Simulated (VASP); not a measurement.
Wanted: the native input for a VASP 6.6.1 run.

* Task: single point
* Functional: PBEsol
* Potentials or basis: VASP PAW PBE potentials, release 64 (K_sv)
* Cutoff: 520 eV
* k mesh: 6 × 6 × 2
* Occupations: methfessel-paxton, width 0.15 eV
* Spin: no spin polarisation
* Dipole correction: no
* Further INCAR settings: ALGO = Normal; EDIFF = 1e-06; NBANDS = 26

The structure of K lies in POSCAR:

```
K
1.0
    4.6875974683      0.0000000000      0.0000000000
   -2.3437987341      4.0595785096      0.0000000000
    0.0000000000      0.0000000000     15.4330614331
K
4
Direct
    0.0000000000      0.0000000000      0.0000000000
    0.3333333333      0.6666666667      0.7500000000
    0.0000000000      0.0000000000      0.5000000000
    0.6666666667      0.3333333333      0.2500000000
```

One way to write it, as run:

INCAR

```
SYSTEM = K
PREC = Accurate ; ENCUT = 520
EDIFF = 1E-6 ; ISMEAR = 1
SIGMA = 0.15 ; LREAL = .False.
LASPH = .True. ; NELM = 60
ALGO = Normal ; ISIF = 2
LWAVE = .False. ; LCHARG = .True.
GGA = PS ; LELF = .True.
LVHAR = .True. ; NBANDS = 26
```

KPOINTS

```
regular mesh
0
Gamma
  6 6 2
  0 0 0
```

Potentials or basis: VASP PAW PBE potentials, release 64 (K_sv).

Launch:

```bash
$ cat potpaw_PBE.64/K_sv/POTCAR > POTCAR
$ mpirun -np 1 vasp_std > vasp.out
```

Results of the run:

```yaml
Pressure: -0.1 GPa
Band_gap_on_the_k_mesh: zero (band 18 reaches 0.74 eV, above the bottom of band 19 at -1.62 eV)
```

Caveat: the PAW data sets were made with another functional, which shifts forces and pressure a little.

It took 3 min on 1 thread of Oxide Virtual Turin-like Processor (shared host), peak memory 0.38 GiB.
